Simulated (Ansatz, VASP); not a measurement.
Two plane-wave programs on Rb

INCAR

```
SYSTEM = Rb
PREC = Accurate
ENCUT = 520
EDIFF = 1E-7
ISMEAR = 0
SIGMA = 0.1
LREAL = .False.
LASPH = .True.
NELM = 100
ALGO = Normal
ISIF = 2
LWAVE = .False.
LCHARG = .False.
GGA = PE
IVDW = 12
NBANDS = 10
```

KPOINTS

```
regular mesh
0
Gamma
  10 10 10
  0 0 0
```

Contents of POSCAR:

```
Rb
1.0
    0.0000000000      3.3602541039      3.3602541039
    3.3602541039      0.0000000000      3.3602541039
    3.3602541039      3.3602541039      0.0000000000
Rb
1
Direct
    0.0000000000      0.0000000000      0.0000000000
```

Input for Ansatz:

```yaml
crystal:
  lattice:
    - [0.0, 3.3602541039, 3.3602541039]
    - [3.3602541039, 0.0, 3.3602541039]
    - [3.3602541039, 3.3602541039, 0.0]
  atoms:
    - { symbol: Rb, position: [0.0, 0.0, 0.0] }
basis:
  ecutwfc: 420
kpoints:
  mp_grid: { grid: [10, 10, 10] }
hamiltonian:
  xc: pbe
  dispersion: d3bj
scf:
  occupations: { method: gaussian, width: 0.1 }
output:
  forces: true
  stress: true
  eigenvalues: true
  write_density: true
  write_potential: true
  elf: true
  volumetric_format: npy
```

Alike in both runs: task single point; functional PBE; dispersion D3(BJ); k mesh 10 × 10 × 10; occupations gaussian, width 0.1 eV; no spin polarisation.

|  | VASP | Ansatz |
| --- | --- | --- |
| version | VASP 6.6.1 | Ansatz 0.2.0 |
| potentials or method | VASP PAW PBE potentials, release 64 (Rb_sv), cutoff 520 eV | scalar-relativistic, plane waves, PAW |
| valence electrons in the cell | 9 | 9 |

|  | VASP | Ansatz | Ansatz less VASP |
| --- | --- | --- | --- |
| gap on the k mesh at the Fermi level (eV) | none | none | - |
| pressure (GPa) | 0.5 | 0.5 | 0.00 |

A gap of «none» marks a metal or a gap that the smearing closes.
